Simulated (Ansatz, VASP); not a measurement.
## HfVO4: VASP beside Ansatz

```
CELL_PARAMETERS angstrom
3.12240 -3.23096 0.00000
3.12240 3.23096 0.00000
0.00000 0.00000 2.96685
ATOMIC_POSITIONS crystal
Hf 0.00000 0.00000 0.00000
V 0.50000 0.50000 0.50000
O 0.30264 0.30264 0.00000
O 0.69736 0.69736 0.00000
O 0.19291 0.80709 0.50000
O 0.80709 0.19291 0.50000
```

Change from the starting cell: species swapped into the FeSbO4 type (Cmmm, No. 65).

Alike in both runs: task single point; functional PBE; k mesh 4 × 4 × 6; occupations gaussian, width 0.1 eV; collinear spin.

```csv
,VASP,Ansatz
version,VASP 6.6.1,Ansatz 0.2.0
potentials or method,"VASP PAW PBE potentials, release 64 (Hf_pv, V_sv, O), cutoff 520 eV","scalar-relativistic, plane waves, PAW"
valence electrons in the cell,47,63
```

```csv
,VASP,Ansatz,Ansatz less VASP
gap on the k mesh at the Fermi level (eV),none,none,-
rms of the force components (eV/Å),2.342,2.432,+0.0899
net moment per atom (μB),0.17,0.17,0.000
size of the moment on the site where the two differ most (μB),1.03,0.83,-0.197
```

Site moments also hang on the region over which each program counts them. Atom by atom the forces differ by 0.091 eV/Å (rms over components). A gap of «none» marks a metal or a gap that the smearing closes. VASP's potentials hold 47 valence electrons a cell and Ansatz's 63, so a difference there can come from the potentials and not from the codes.

Spin-orbit coupling is off throughout.
